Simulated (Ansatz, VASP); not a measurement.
# Ge2SbO in VASP and in Ansatz

File INCAR:

```
SYSTEM = Ge2SbO
  PREC = Accurate
  ENCUT = 600
  EDIFF = 1E-6
  ISMEAR = 0
  SIGMA = 0.1
  LREAL = .False.
  LASPH = .True.
  NELM = 60
  ALGO = Normal
  ISIF = 3
  LWAVE = .False.
  LCHARG = .False.
  GGA = PE
  IBRION = 2
  NSW = 90
  EDIFFG = -0.04
```

The input KPOINTS:

```
Automatic mesh
0
Gamma
  6 6 4
  0 0 0
```

POSCAR

```
Ge2SbO
1.0
    3.5937163600      0.0000000000      0.0000000000
   -1.7968581800      3.1122496600      0.0000000000
    0.0000000000      0.0000000000      7.3365832000
Ge Sb O
2 1 1
Direct
    0.0000000000      0.0000000000      0.2523463800
    0.0000000000      0.0000000000      0.7476536200
    0.0000000000      0.0000000000      0.0000000000
    0.0000000000      0.0000000000      0.5000000000
```

Input for Ansatz:

```yaml
crystal:
  lattice:
    - [3.59371636, 0.0, 0.0]
    - [-1.79685818, 3.11224966, 0.0]
    - [0.0, 0.0, 7.3365832]
  atoms:
    - { symbol: Ge, position: [0.0, 0.0, 0.25234638] }
    - { symbol: Ge, position: [0.0, 0.0, 0.74765362] }
    - { symbol: Sb, position: [0.0, 0.0, 0.0] }
    - { symbol: O, position: [0.0, 0.0, 0.5] }
basis:
  ecutwfc: 420
kpoints:
  mp_grid: { grid: [6, 6, 4] }
hamiltonian:
  xc: pbe
scf:
  occupations: { method: gaussian, width: 0.1 }
  lower_state_search: "off"
output:
  forces: true
  stress: true
  eigenvalues: true
relax:
  adjacent_minimum: "off"
  f_tol: 0.04
  max_steps: 70
  cell: { stress_tol: 0.4 }
```

Alike in both runs: task relaxation of cell and atoms; functional PBE; k mesh 6 × 6 × 4; occupations gaussian, width 0.1 eV; no spin polarisation.

```csv
,VASP,Ansatz
version,VASP 6.6.1,Ansatz 0.2.0
potentials or method,"VASP PAW PBE potentials, release 64 (Ge_d, Sb, O), cutoff 600 eV","scalar-relativistic, plane waves, PAW"
valence electrons in the cell,39,49
```

Ansatz gave:

- gap on the k mesh at the Fermi level, each at its own relaxed structure (eV): none
- relaxed volume (Å³/atom): 20.60
- relaxed cell length with the largest relative difference (Å): 9.687

Problem. Which values does VASP return?

Solution. gap on the k mesh at the Fermi level, each at its own relaxed structure (eV): none; relaxed volume (Å³/atom): 20.43; relaxed cell length with the largest relative difference (Å): 9.601.

A gap of «none» marks a metal or a gap that the smearing closes. VASP's potentials hold 39 valence electrons a cell and Ansatz's 49, so a difference there can come from the potentials and not from the codes.

Spin-orbit coupling is off throughout. Noted on VASP's run: too few bands were computed for a metal, which touches its energy and stress.
